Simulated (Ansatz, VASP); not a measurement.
# Two plane-wave programs on Sb

```
Sb
1.0
     5.34779    0.00000    0.00000
    -2.67389    4.63132    0.00000
     0.00000    0.00000    3.17520
Sb
3
Direct
  0.00000 0.00000 0.00000
  0.33333 0.66667 0.50000
  0.66667 0.33333 0.50000
```

Alike in both runs: functional PBEsol; k mesh 12 × 12 × 14; occupations gaussian, width 0.1 eV; no spin polarisation.

Ansatz relaxed the structure, and its values are those at the end. VASP's run is a single point on that final structure, the one shown.

```csv
,VASP,Ansatz
version,VASP 6.6.1,Ansatz 0.2.0
potentials or method,"VASP PAW PBE potentials, release 64 (Sb), cutoff 520 eV","scalar-relativistic, plane waves, PAW"
valence electrons in the cell,15,45
```

|  | VASP | Ansatz | Ansatz less VASP |
| --- | --- | --- | --- |
| gap on the k mesh at the Fermi level (eV) | none | none | - |
| pressure (GPa) | 0.0 | 0.0 | -0.02 |

VASP's potentials were made for PBE, not for PBEsol. A gap of «none» marks a metal or a gap that the smearing closes. VASP's potentials hold 15 valence electrons a cell and Ansatz's 45, so a difference there can come from the potentials and not from the codes.

Neither program's run includes spin-orbit coupling.
